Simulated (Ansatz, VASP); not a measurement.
**Two plane-wave programs on P**

```xyz
2
Lattice="1.6260 -5.8697 0.0000 1.6260 5.8697 0.0000 0.0000 0.0000 2.6308" Properties=species:S:1:pos:R:3 pbc="T T T"
P     1.6260   -2.1742    0.0000
P     1.6260    2.1742    0.0000
```

Alike in both runs: functional PBE; k mesh 18 × 18 × 20; occupations gaussian, width 0.1 eV; no spin polarisation.

Ansatz relaxed the structure, and its values are those at the end. VASP's run is a single point on that final structure, the one shown.

|  | VASP | Ansatz |
| --- | --- | --- |
| version | VASP 6.6.1 | Ansatz 0.2.0 |
| potentials or method | VASP PAW PBE potentials, release 64 (P), cutoff 520 eV | scalar-relativistic, plane waves, PAW |
| valence electrons in the cell | 10 | 10 |

|  | VASP | Ansatz | Ansatz less VASP |
| --- | --- | --- | --- |
| gap on the k mesh at the Fermi level (eV) | none | none | - |
| pressure (GPa) | -0.2 | 0.0 | +0.23 |
| rms of the force components (eV/Å) | 0.032 | 0.005 | -0.0270 |

A gap of «none» marks a metal or a gap that the smearing closes. The functional is the same, so the differences come from potentials, cutoffs and numerics.
